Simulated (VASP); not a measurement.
# MnO (Fm-3m) in VASP: single point with PBE

Aim: the single point of MnO with PBE.

All numbers are computed with VASP 6.6.1; they aren't measurements. Logs are shortened: lines on timing, memory, paths and dates and some standing lists are left out, and cuts for length are marked.

### Step 1. The cell of the first run

It takes space group Fm-3m (No. 225, cubic). Conventional cell: a = 4.446 Å, b = 4.446 Å, c = 4.446 Å, α = 90.00°, β = 90.00°, γ = 90.00°. Within 2.9 Å of Mn (site symmetry m-3m) lie 6 O at 2.22 Å. O (site symmetry m-3m) has 6 Mn at 2.22 Å within 2.9 Å.

### Step 2. Single point, PBE, collinear spin, ferromagnetic start

The input, INCAR:

```
  ALGO = Normal
  EDIFF = 1E-6
  ENCUT = 520
  GGA = PE
  ISIF = 2
  ISMEAR = 0
  ISPIN = 2
  LASPH = T
  LCHARG = F
  LMAXMIX = 4
  LORBIT = 11
  LREAL = F
  LWAVE = F
  MAGMOM = 5 0
  NBANDS = 20
  NELM = 150
  PREC = Accurate
  SIGMA = 0.05
```

The input, KPOINTS:

```
k-points
0
Gamma
  14 14 14
```

The input, POSCAR:

```
MnO
1.0
    0.0000000000      2.2230000000      2.2230000000
    2.2230000000      0.0000000000      2.2230000000
    2.2230000000      2.2230000000      0.0000000000
Mn O
1 1
Direct
    0.0000000000      0.0000000000      0.0000000000
    0.5000000000      0.5000000000      0.5000000000
```

Potentials or basis: VASP PAW PBE potentials, release 64 (Mn_pv, O).

On the command line:

```bash
$ cat potpaw_PBE.64/Mn_pv/POTCAR potpaw_PBE.64/O/POTCAR > POTCAR
$ mpirun -np 1 vasp_std > vasp.out
```

OUTCAR:

```text
EDIFF = 1E-6
   ENCUT = 520
   GGA = PE
   ISIF = 2
   ISMEAR = 0
   ISPIN = 2
   LASPH = T
   LORBIT = 11
   LREAL = F
   NELM = 150
   PREC = Accurate

 ion  position               nearest neighbor table
   1  0.000  0.000  0.000-   2 2.22   2 2.22   2 2.22   2 2.22   2 2.22   2 2.22
   2  0.500  0.500  0.500-   1 2.22   1 2.22   1 2.22   1 2.22   1 2.22   1 2.22

  LATTYP: Found a face centered cubic cell.
 ALAT       =     4.4460000000

  Lattice vectors:

 A1 = (   0.0000000000,   2.2230000000,   2.2230000000)
 A2 = (   2.2230000000,   0.0000000000,   2.2230000000)
 A3 = (   2.2230000000,   2.2230000000,   0.0000000000)

Analysis of symmetry for initial positions (statically):
=====================================================================
 Subroutine PRICEL returns:
 Original cell was already a primitive cell.

 Routine SETGRP: Setting up the symmetry group for a
 face centered cubic supercell.

 Subroutine GETGRP returns: Found 48 space group operations
 (whereof 48 operations were pure point group operations)
 out of a pool of 48 trial point group operations.

The static configuration has the point symmetry O_h .

Analysis of symmetry for dynamics (positions and initial velocities):
=====================================================================
 Subroutine PRICEL returns:
 Original cell was already a primitive cell.

 Routine SETGRP: Setting up the symmetry group for a
 face centered cubic supercell.

 Subroutine GETGRP returns: Found 48 space group operations
 (whereof 48 operations were pure point group operations)
 out of a pool of 48 trial point group operations.

The dynamic configuration has the point symmetry O_h .

Analysis of structural, dynamic, and magnetic symmetry:
=====================================================================
 Subroutine PRICEL returns:
 Original cell was already a primitive cell.

 Routine SETGRP: Setting up the symmetry group for a
 face centered cubic supercell.

 Subroutine GETGRP returns: Found 48 space group operations
 (whereof 48 operations were pure point group operations)
 out of a pool of 48 trial point group operations.

The overall configuration has the point symmetry O_h .

 Subroutine INISYM returns: Found 48 space group operations
 (whereof 48 operations are pure point group operations),
 and found     1 'primitive' translations

----------------------------------------------------------------------------------------

                                     Primitive cell

  volume of cell :      21.9709

  direct lattice vectors                    reciprocal lattice vectors
     0.000000000  2.223000000  2.223000000    -0.224921278  0.224921278  0.224921278
     2.223000000  0.000000000  2.223000000     0.224921278 -0.224921278  0.224921278
     2.223000000  2.223000000  0.000000000     0.224921278  0.224921278 -0.224921278

  length of vectors
     3.143796749  3.143796749  3.143796749     0.389575080  0.389575080  0.389575080

  position of ions in fractional coordinates (direct lattice)
     0.000000000  0.000000000  0.000000000
     0.500000000  0.500000000  0.500000000

  ion indices of the primitive-cell ions
   primitive index   ion index
                 1           1
                 2           2

----------------------------------------------------------------------------------------

 KPOINTS: k-points

Automatic generation of k-mesh.
 Grid dimensions read from file:
 generate k-points for:   14   14   14

 Generating k-lattice:

  Cartesian coordinates                     Fractional coordinates (reciprocal lattice)
    -0.016065806  0.016065806  0.016065806     0.071428571  0.000000000  0.000000000
     0.016065806 -0.016065806  0.016065806     0.000000000  0.071428571  0.000000000
     0.016065806  0.016065806 -0.016065806     0.000000000  0.000000000  0.071428571

  Length of vectors
     0.027826791  0.027826791  0.027826791

  Shift w.r.t. Gamma in fractional coordinates (k-lattice)
     0.000000000  0.000000000  0.000000000

 Subroutine IBZKPT returns following result:
 ===========================================

 Found    104 irreducible k-points:

 Following reciprocal coordinates:
            Coordinates               Weight
  0.000000  0.000000  0.000000      1.000000
  0.071429  0.000000  0.000000      8.000000
  0.142857  0.000000  0.000000      8.000000
  0.214286  0.000000  0.000000      8.000000
  0.285714  0.000000  0.000000      8.000000
  0.357143  0.000000  0.000000      8.000000
[... 16 lines left out ...]
  0.214286  0.142857  0.000000     24.000000
  0.285714  0.142857  0.000000     24.000000
 [... further k-points ...]
   k-points           NKPTS =    104   k-points in BZ     NKDIM =    104   number of bands    NBANDS=     20
   number of dos      NEDOS =    301   number of ions     NIONS =      2
   total plane-waves  NPLWV =  13824
   dimension x,y,z NGX =    24 NGY =   24 NGZ =   24
   dimension x,y,z NGXF=    48 NGYF=   48 NGZF=   48
   ions per type =               1   1
   NGX,Y,Z   is equivalent  to a cutoff of  12.69, 12.69, 12.69 a.u.
   NGXF,Y,Z  is equivalent  to a cutoff of  25.38, 25.38, 25.38 a.u.
 SYSTEM =  unknown system
   PREC   = accura    normal or accurate (medium, high low for compatibility)
   ISTART =      0    job   : 0-new  1-cont  2-samecut
   ICHARG =      2    charge: 1-file 2-atom 10-const
   ISPIN  =      2    spin polarized calculation?
   LNONCOLLINEAR =      F non collinear calculations
   LSORBIT =      F    spin-orbit coupling
   LASPH  =      T    aspherical Exc in radial PAW
   ENCUT  =  520.0 eV  38.22 Ry    6.18 a.u.   5.85  5.85  5.85*2*pi/ulx,y,z
   NELM   =    150;   NELMIN=  2; NELMDL= -5     # of ELM steps
   EDIFF  = 0.1E-05   stopping-criterion for ELM
   LREAL  =      F    real-space projection
[... 7 lines left out ...]
   TEBEG  =    0.0;   TEEND  =   0.0 temperature during run
   PSTRESS=    0.0 pullay stress
   NELECT =      19.0000    total number of electrons
   NUPDOWN=      -1.0000    fix difference up-down
   EMIN   =  10.00;   EMAX   =-10.00  energy-range for DOS
   EFERMI =   0.00;   METHOD = LEGACY
   ISMEAR =     0;   SIGMA  =   0.05  broadening in eV -4-tet -1-fermi 0-gaus
   EFERMI_NEDOS =   21; number of points for ismear=-14 and -15
   IALGO  =     38    algorithm
   IMIX   =      4    mixing-type and parameters
     AMIX     =   0.40;   BMIX     =  1.00
     AMIX_MAG =   1.60;   BMIX_MAG =  1.00
  volume/ion in A,a.u.               =      10.99        74.13
  Fermi-wavevector in a.u.,A,eV,Ry     =   1.559708  2.947420 33.098734  2.432688
  Thomas-Fermi vector in A             =   2.663027
   LORBIT       =     11    0 simple, 1 ext, 2 COOP (PROOUT), +10 PAW based schemes
   GGA     = PE    functional components
   LHFCALC =     F    Hartree Fock is set to
   AEXX    =    0.0000 exact exchange contribution
   IVDW    =     0    specifies the selected vdW correction
   LEPSILON=     F    determine dielectric tensor
   LRPA    =     F    only Hartree local field effects (RPA)
 spin polarized calculation
 Gauss-broadening in eV      SIGMA  =   0.05
  energy-cutoff  :      520.00
  volume of cell :       21.97
 maximum number of plane-waves:       609
   NGX = 11   NGY = 11   NGZ = 11

 number of electron      18.9999991 magnetization       4.7524986

 Free energy of the ion-electron system (eV)
  ---------------------------------------------------
  ext. energy  EPLUGINS =         0.00000000
  ---------------------------------------------------
  free energy    TOTEN  =       -16.40280280 eV

  energy without entropy =      -16.40142727  energy(sigma->0) =      -16.40211503

 E-fermi :   7.5375     XC(G=0): -11.8647

 val. band max:        7.5345990706   @ k =  -0.2143   0.2857   0.0714
 cond. band min:       7.5431740904   @ k =   0.2857   0.2143   0.0000
 fundamental gap:      0.0085750198
 Fermi energy:         7.5374804836

 spin component 1

 k-point     1 :       0.0000    0.0000    0.0000
  band No.  band energies     occupation
      1     -42.8362      1.00000
      2     -42.8362      1.00000
      3     -42.8362      1.00000
      4     -12.7359      1.00000
      5       3.7861      1.00000
      6       3.7861      1.00000
[... 12 lines left out ...]
     19      27.2490      0.00000
     20      27.2490      0.00000

 k-point     2 :       0.0714    0.0000    0.0000
  band No.  band energies     occupation
      1     -42.8393      1.00000
      2     -42.8366      1.00000
      3     -42.8366      1.00000
      4     -12.6917      1.00000
      5       3.2631      1.00000
      6       3.4550      1.00000
[... 12 lines left out ...]
     19      26.8266      0.00000
     20      27.8644      0.00000

 k-point     3 :       0.1429    0.0000    0.0000
  band No.  band energies     occupation
      1     -42.8482      1.00000
      2     -42.8377      1.00000
      3     -42.8377      1.00000
      4     -12.5665      1.00000
      5       2.3519      1.00000
      6       2.9224      1.00000
[... 12 lines left out ...]
     19      26.4534      0.00000
     20      29.2940      0.00000

 k-point     4 :       0.2143    0.0000    0.0000
  band No.  band energies     occupation
      1     -42.8609      1.00000
      2     -42.8394      1.00000
      3     -42.8394      1.00000
      4     -12.3791      1.00000
      5       1.4031      1.00000
      6       2.4217      1.00000
[... 429 lines left out ...]
 k-point    23 :       0.2143    0.1429    0.0000
  band No.  band energies     occupation
      1     -42.8556      1.00000
      2     -42.8427      1.00000
      3     -42.8421      1.00000
      4     -12.3920      1.00000
      5       1.3302      1.00000
      6       2.8069      1.00000
[... 12 lines left out ...]
     19      29.8462      0.00000
     20      31.2431      0.00000

 k-point    24 :       0.2857    0.1429    0.0000
  band No.  band energies     occupation
      1     -42.8672      1.00000
      2     -42.8449      1.00000
      3     -42.8439      1.00000
      4     -12.2178      1.00000
      5       0.8050      1.00000
      6       2.2627      1.00000
[... 12 lines left out ...]
     19      29.7358      0.00000
     20      32.5820      0.00000

 [... further k-points ...]

 spin component 2

 k-point     1 :       0.0000    0.0000    0.0000
  band No.  band energies     occupation
      1     -38.1850      1.00000
      2     -38.1849      1.00000
      3     -38.1849      1.00000
      4     -12.3010      1.00000
      5       4.1655      1.00000
      6       4.1655      1.00000
[... 12 lines left out ...]
     19      29.5883      0.00000
     20      29.5883      0.00000

 k-point     2 :       0.0714    0.0000    0.0000
  band No.  band energies     occupation
      1     -38.1890      1.00000
      2     -38.1854      1.00000
      3     -38.1854      1.00000
      4     -12.2581      1.00000
      5       3.8342      1.00000
      6       4.0632      1.00000
[... 12 lines left out ...]
     19      28.9076      0.00000
     20      30.0404      0.00000

 k-point     3 :       0.1429    0.0000    0.0000
  band No.  band energies     occupation
      1     -38.2003      1.00000
      2     -38.1868      1.00000
      3     -38.1867      1.00000
      4     -12.1365      1.00000
      5       3.0776      1.00000
      6       3.8021      1.00000
[... 12 lines left out ...]
     19      28.2358      0.00000
     20      31.1687      0.00000

 k-point     4 :       0.2143    0.0000    0.0000
  band No.  band energies     occupation
      1     -38.2166      1.00000
      2     -38.1887      1.00000
      3     -38.1887      1.00000
      4     -11.9550      1.00000
      5       2.2078      1.00000
      6       3.4739      1.00000
[... 429 lines left out ...]
 k-point    23 :       0.2143    0.1429    0.0000
  band No.  band energies     occupation
      1     -38.2098      1.00000
      2     -38.1930      1.00000
      3     -38.1922      1.00000
      4     -11.9666      1.00000
      5       2.2362      1.00000
      6       3.6219      1.00000
[... 12 lines left out ...]
     19      31.3920      0.00000
     20      33.1196      0.00000

 k-point    24 :       0.2857    0.1429    0.0000
  band No.  band energies     occupation
      1     -38.2245      1.00000
      2     -38.1956      1.00000
      3     -38.1943      1.00000
      4     -11.7978      1.00000
      5       1.6869      1.00000
      6       3.2458      1.00000
[... 12 lines left out ...]
     19      31.1802      0.00000
     20      34.0425      0.00000

 [... further k-points ...]
[... 5 lines left out ...]
  --------------------------------------------------------------------------------------
  -------------------------------------------------------------------------------------
  Total       -0.0536396     -0.0536396     -0.0536396     -0.0000000      0.0000000      0.0000000
  in kB       -3.9115370     -3.9115370     -3.9115370     -0.0000000      0.0000000      0.0000000
  external PRESSURE =      -3.9115370 kB  Pullay stress =       0.0000000 kB

 VOLUME and BASIS-vectors are now :
 -----------------------------------------------------------------------------
  energy-cutoff  :      520.00
  volume of cell :       21.97
      direct lattice vectors                 reciprocal lattice vectors
     0.000000000  2.223000000  2.223000000    -0.224921278  0.224921278  0.224921278
     2.223000000  0.000000000  2.223000000     0.224921278 -0.224921278  0.224921278
     2.223000000  2.223000000  0.000000000     0.224921278  0.224921278 -0.224921278

 POSITION                                       TOTAL-FORCE (eV/Angst)
 -----------------------------------------------------------------------------------
      0.00000      0.00000      0.00000        -0.000000     -0.000000      0.000000
      2.22300      2.22300      2.22300         0.000000      0.000000      0.000000
 -----------------------------------------------------------------------------------
    total drift:                                0.000000     -0.000000     -0.000000

  FREE ENERGIE OF THE ION-ELECTRON SYSTEM (eV)
  ---------------------------------------------------
  free  energy   TOTEN  =       -16.4028027967 eV

  energy  without entropy=      -16.4014272702  energy(sigma->0) =      -16.40211503

 total charge

# of ion       s       p       d       tot
------------------------------------------
    1        0.203   6.176   4.975  11.354
    2        1.561   3.413   0.000   4.975
--------------------------------------------------
tot          1.764   9.589   4.975  16.329

 magnetization (x)

# of ion       s       p       d       tot
------------------------------------------
    1        0.034   0.026   4.259   4.319
    2        0.030   0.168   0.000   0.198
--------------------------------------------------
tot          0.065   0.194   4.259   4.517
```

It took 2.1 min on 1 thread of Intel Xeon 8259CL, shared host; peak memory 0.2 GiB.

What came out:

```
Free energy                                           : -16.4028 eV
Pressure                                              : -0.4 GPa
Net moment                                            : 4.75 μB per cell
Site moments                                          : Mn +4.32; O +0.20 μB
Valence electrons inside the program's atomic spheres : Mn 11.35; O 4.97
```

Caveat: a cell with one magnetic atom can't hold antiferromagnetic order, which such compounds often take; semilocal functionals often make such compounds metallic where correlation or magnetic order opens a gap, which also shifts bond lengths. With open d or f shells a metallic result of PBE can be an artefact of self-interaction; +U or a hybrid may open a gap.
